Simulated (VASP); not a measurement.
Set up this calculation in VASP 6.6.1, as the native input.

```
Task                               : single point
Functional                         : r2SCANh
Potentials or basis                : VASP PAW PBE potentials, release 64 (Ru_sv)
Cutoff                             : 460 eV
k mesh                             : 6 × 6 × 3
Occupations                        : fermi-dirac, width 0.05 eV
Spin                               : no spin polarisation
Dipole correction                  : no
Grid for exact exchange (PRECFOCK) : Normal
Further INCAR settings             : ALGO = Normal; EDIFF = 1e-06; NBANDS = 23
Share of exact exchange            : 0.1
```

Crystal: Ru.

```xyz
2
Lattice="2.6506 0.0000 0.0000 -1.3253 2.2955 0.0000 0.0000 0.0000 4.1945" Properties=species:S:1:pos:R:3 pbc="T T T"
Ru    1.3253    0.7652    3.1459
Ru    0.0000    1.5303    1.0486
```

These files were run (other wordings do the same):

POSCAR

```
Ru
1.0
    2.6505640930      0.0000000000      0.0000000000
   -1.3252820465      2.2954558389      0.0000000000
    0.0000000000      0.0000000000      4.1944897589
Ru
2
Direct
    0.6666666667      0.3333333333      0.7500000000
    0.3333333333      0.6666666667      0.2500000000
```

INCAR.step1

```
SYSTEM = Ru
PREC = Accurate
ENCUT = 460
EDIFF = 1E-5
ISMEAR = -1
SIGMA = 0.05
LREAL = .False.
LASPH = .True.
NELM = 120
ALGO = Normal
ISIF = 2
LWAVE = .True.
LCHARG = .False.
NBANDS = 23
GGA = PE
GGA_COMPAT = .False.
```

INCAR.step2

```
SYSTEM = Ru
PREC = Accurate
ENCUT = 460
EDIFF = 1E-6
ISMEAR = -1
SIGMA = 0.05
LREAL = .False.
LASPH = .True.
NELM = 120
ALGO = Normal
ISIF = 2
LWAVE = .False.
LCHARG = .False.
METAGGA = R2SCAN
LHFCALC = .True.
AEXX = 0.1
LMIXTAU = .True.
PRECFOCK = Normal
NBANDS = 23
ISTART = 1
GGA_COMPAT = .False.
```

KPOINTS

```
Automatic mesh
0
Gamma
  6 6 3
  0 0 0
```

Potentials or basis: VASP PAW PBE potentials, release 64 (Ru_sv).

The run is started by

```console
$ cat potpaw_PBE.64/Ru_sv/POTCAR > POTCAR
$ cp INCAR.step1 INCAR
$ mpirun -np 1 vasp_std > vasp.out
$ cp INCAR.step2 INCAR
$ mpirun -np 1 vasp_std > vasp.out
```

Results of the run:

* Pressure: 16.6 GPa
* Band gap on the k mesh: zero (bands 16 and 17 overlap by 4.06 eV)

Caveat: the k points lie up to 0.50 Å⁻¹ apart, too coarse for converged energies and pressures of a metal; the PAW data sets were made with another functional, which shifts forces and pressure a little.

Run time: 18 min on 1 thread of Intel(R) Xeon(R) Platinum 8375C CPU @ 2.90GHz (Ice Lake) (shared host), peak memory 0.15 GiB.
